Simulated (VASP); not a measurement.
A run of VASP 6.6.1:

Contents of INCAR:

```
PREC = Accurate
ENCUT = 600
EDIFF = 1E-7
ISMEAR = -1
SIGMA = 0.1
LREAL = F
LASPH = T
NELM = 60
ALGO = Normal
ISIF = 3
LWAVE = F
LCHARG = F
GGA = PS
IBRION = 2
NSW = 80
EDIFFG = -0.01
```

The input KPOINTS:

```
regular mesh
0
Gamma
  10 10 10
```

POSCAR

```
As
1.0
    1.8807975058      1.0858789463      3.5140618606
   -1.8807975058      1.0858789463      3.5140618606
    0.0000000000     -2.1717578925      3.5140618606
As
2
Direct
    0.7740000000      0.7740000000      0.7740000000
    0.2260000000      0.2260000000      0.2260000000
```

Potentials or basis: VASP PAW PBE potentials, release 64 (As).

Launch:

```bash
$ cat potpaw_PBE.64/As/POTCAR > POTCAR
$ mpirun -np 1 vasp_std > vasp.out
```

Hardware: 1 thread of Intel(R) Xeon(R) Platinum 8375C CPU @ 2.90GHz (Ice Lake), on a shared host.

Question: How long does it take, and how much memory?

Answer: Run time: 4.2 min on 1 thread of Intel(R) Xeon(R) Platinum 8375C CPU @ 2.90GHz (Ice Lake) (shared host), peak memory 0.23 GiB. Counts: scf iterations 67, k points 116, ion steps 10.
